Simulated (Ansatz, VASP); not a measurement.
**Two plane-wave programs on Ta**

The input INCAR:

```
SYSTEM = Ta
PREC = Accurate
ENCUT = 520
EDIFF = 1E-7
ISMEAR = 0
SIGMA = 0.15
LREAL = .False.
LASPH = .True.
NELM = 80
ALGO = Normal
ISIF = 2
LWAVE = .False.
LCHARG = .True.
GGA = PS
LELF = .True.
LVHAR = .True.
NBANDS = 12
```

File KPOINTS:

```
regular mesh
0
Gamma
  20 20 20
  0 0 0
```

Contents of POSCAR:

```
Ta
1.0
   -1.7379722000      1.6512800000      1.6512800000
    1.7379722000     -1.6512800000      1.6512800000
    1.7379722000      1.6512800000     -1.6512800000
Ta
1
Direct
    0.0000000000      0.0000000000      0.0000000000
```

Input for Ansatz:

```yaml
crystal:
  lattice:
    - [-1.7379722, 1.65128, 1.65128]
    - [1.7379722, -1.65128, 1.65128]
    - [1.7379722, 1.65128, -1.65128]
  atoms:
    - { symbol: Ta, position: [0.0, 0.0, 0.0] }
basis:
  ecutwfc: 420
kpoints:
  mp_grid: { grid: [20, 20, 20] }
hamiltonian:
  xc: pbesol
scf:
  occupations: { method: gaussian, width: 0.15 }
output:
  forces: true
  stress: true
  eigenvalues: true
```

Change from the starting cell: strain +0.0525 x Voigt [1, 0, 0, 0, 0, 0], atoms carried along.

Alike in both runs: task single point; functional PBEsol; k mesh 20 × 20 × 20; occupations gaussian, width 0.15 eV; no spin polarisation.

|  | VASP | Ansatz |
| --- | --- | --- |
| version | VASP 6.6.1 | Ansatz 0.2.0 |
| potentials or method | VASP PAW PBE potentials, release 64 (Ta_pv), cutoff 520 eV | scalar-relativistic, plane waves, PAW |
| valence electrons in the cell | 11 | 13 |

VASP gave:

| Property | Result |
| --- | --- |
| gap on the k mesh at the Fermi level (eV) | none |
| pressure (GPa) | -12.5 |
| traceless stress, the component that is largest in VASP (GPa) | -3.20 |

What did Ansatz give for the same quantities?

gap on the k mesh at the Fermi level (eV): none; pressure (GPa): -12.6; traceless stress, the component that is largest in VASP (GPa): -3.21.

VASP's potentials were made for PBE, not for PBEsol. A gap of «none» marks a metal or a gap that the smearing closes. The functional is the same, so the differences come from potentials, cutoffs and numerics. VASP's potentials hold 11 valence electrons a cell and Ansatz's 13, so a difference there can come from the potentials and not from the codes.

Spin-orbit coupling is off throughout.
